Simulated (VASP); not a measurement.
Crystal: CaI.

```
Ca I
1.0
     4.14682    0.00000    0.00000
    -2.07341    3.59125    0.00000
     0.00000    0.00000    4.57623
Ca I
1 1
Direct
  0.00000 0.00000 0.50000
  0.66667 0.33333 0.00000
```

- Program: VASP 6.6.1
- Task: relaxation of cell and atoms
- Functional: r2SCAN
- Dispersion: D4
- Potentials or basis: VASP PAW PBE potentials, release 64 (Ca_sv, I)
- Cutoff: 600 eV
- k mesh: 8 × 8 × 7
- Occupations: fermi-dirac, width 0.1 eV
- Spin: no spin polarisation

At the start: pressure -0.9 GPa; volume 34.08 Å³/atom.

Task: How do energy, volume and symmetry change on relaxing?

Result: Over 6 steps the energy falls by 4.2 meV/atom and the volume is 32.82 Å³/atom (-3.7 %); space group P-6m2 (No. 187, to 0.1 Å) before and after.

The path:
```csv
step,energy change (eV),largest force (eV/Å),pressure (GPa),volume (Å³)
1,0.0000,0.0000,-0.90,68.15
2,-0.0073,0.0000,-0.23,66.28
3,-0.0079,0.0000,0.03,65.63
4,-0.0079,0.0000,0.05,65.58
5,-0.0082,0.0000,0.03,65.60
6,-0.0083,0.0000,0.01,65.64
```

Final structure:
```
Ca I
1.0
     4.11590    0.00000    0.00000
    -2.05795    3.56447    0.00000
     0.00000    0.00000    4.47385
Ca I
1 1
Direct
  0.00000 0.00000 0.50000
  0.66667 0.33333 0.00000
```

Caveat: the PAW data sets were made with another functional, which shifts forces and pressure a little; an odd number of electrons without spin polarisation forces a metal; a magnetic or distorted state may lie lower.
